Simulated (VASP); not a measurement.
# MgB2: relaxation of cell and atoms with PBE

Crystal: MgB2.

```
Mg B
1.0
     3.08500    0.00000    0.00000
    -1.54250    2.67169    0.00000
     0.00000    0.00000    3.52300
Mg B
1 2
Direct
  0.00000 0.00000 0.00000
  0.33333 0.66667 0.50000
  0.66667 0.33333 0.50000
```

```
Program                : VASP 6.6.1
Task                   : relaxation of cell and atoms
Functional             : PBE
Potentials or basis    : VASP PAW PBE potentials, release 64 (Mg, B)
Cutoff                 : 600 eV
k mesh                 : 8 × 8 × 6
Occupations            : gaussian, width 0.05 eV
Spin                   : no spin polarisation
Dipole correction      : no
Further INCAR settings : ALGO = Normal; EDIFF = 1e-06; IBRION = 2; EDIFFG = -0.03; NSW = 80; ISIF = 3
```

| Item | Value |
| --- | --- |
| Relaxed volume | 9.58 Å³/atom |
| Relaxed cell | a = 3.082 Å, b = 3.082 Å, c = 3.494 Å, α = 90.00°, β = 90.00°, γ = 120.00° |
| Space group after relaxing (to 0.05 Å) | P6/mmm (No. 191) |
| Energy gained by relaxing | 0.5 meV/atom |
| Ionic steps | 4 |
| Pressure after relaxing | 0.1 GPa |
| Band gap on the k mesh | zero (band 4 reaches 6.48 eV, above the bottom of band 5 at 3.86 eV) |

The path:
```tsv
step	energy change (eV)	largest force (eV/Å)	pressure (GPa)	volume (Å³)
1	0.0000	0.0000	-1.18	29.04
2	-0.0013	0.0000	0.24	28.74
3	-0.0013	0.0000	0.26	28.74
4	-0.0016	0.0000	0.07	28.75
```

Final structure:
```cif
data_structure
_symmetry_space_group_name_H-M 'P 1'
_symmetry_Int_Tables_number 1
_cell_length_a 3.0820
_cell_length_b 3.0820
_cell_length_c 3.4944
_cell_angle_alpha 90.000
_cell_angle_beta 90.000
_cell_angle_gamma 120.000
_cell_volume 28.75
loop_
_atom_site_label
_atom_site_type_symbol
_atom_site_fract_x
_atom_site_fract_y
_atom_site_fract_z
_atom_site_occupancy
Mg1 Mg 0.00000 0.00000 0.00000 1
B1 B 0.33333 0.66667 0.50000 1
B2 B 0.66667 0.33333 0.50000 1
```

Levels at points of the mesh, in eV from the Fermi level:
| k point | band 2 | band 3 | band 4 | band 5 | band 6 | band 7 |
| --- | --- | --- | --- | --- | --- | --- |
| (0.00, 0.00, 0.00) | -2.90 | 0.31 | 0.31 | 1.78 | 6.25 | 6.25 |
| (0.50, 0.00, 0.00) | -7.89 | -2.22 | 0.24 | 3.12 | 3.82 | 5.45 |
| (0.00, 0.00, 0.50) | -7.46 | 0.71 | 0.71 | 6.59 | 6.59 | 7.90 |
| (0.50, 0.00, 0.50) | -6.96 | -3.61 | -1.92 | -1.32 | 5.69 | 8.80 |

Run time: 61 s on 1 thread of AMD EPYC 7R13, on a shared host, peak memory 0.14 GiB.
